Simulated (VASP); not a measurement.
Wanted: the native input for a VASP 6.6.1 run.

```yaml
Task: relaxation of shape and atoms at fixed volume
Functional: PBE
Potentials_or_basis: VASP PAW PBE potentials, release 64 (Mg, B)
Cutoff: 600 eV
k_mesh: 14 × 14 × 12
Occupations: gaussian, width 0.05 eV
Spin: no spin polarisation
Dipole_correction: no
Further_INCAR_settings: ALGO = Normal; EDIFF = 1e-07; IBRION = 2; EDIFFG = -0.01; NSW = 60; ISIF = 4
```

The structure of MgB2 lies in POSCAR:

```
MgB2
1.0
    3.1127783836      0.0000000000      0.0000000000
   -1.5563891918      2.6957451565      0.0000000000
    0.0000000000      0.0000000000      3.5763233271
Mg B
1 2
Direct
    0.0000000000      0.0000000000      0.0000000000
    0.3333333333      0.6666666667      0.5000000000
    0.6666666667      0.3333333333      0.5000000000
```

One way to write it, as run:

INCAR

```
PREC = Accurate ; ENCUT = 600
EDIFF = 1E-7 ; ISMEAR = 0
SIGMA = 0.05 ; LREAL = F
LASPH = T ; NELM = 100
ALGO = Normal ; ISIF = 4
LWAVE = F ; LCHARG = F
GGA = PE ; IBRION = 2
NSW = 60 ; EDIFFG = -0.01
```

KPOINTS

```
regular mesh
0
Gamma
  14 14 12
```

Potentials or basis: VASP PAW PBE potentials, release 64 (Mg, B).

Launch:

```console
$ cat potpaw_PBE.64/Mg/POTCAR potpaw_PBE.64/B/POTCAR > POTCAR
$ mpirun -np 1 vasp_std > vasp.out
```

Results of the run:

```yaml
Energy_gained_by_relaxing: 0.1 meV/atom
Ionic_steps: 2
Pressure_after_relaxing: -5.6 GPa
Band_gap_on_the_k_mesh: zero (bands 4 and 5 overlap by 2.89 eV)
```

Run time: 28 s on 1 thread of Intel(R) Xeon(R) 6975P-C (Granite Rapids), with other jobs on the host, peak memory 0.2 GiB.
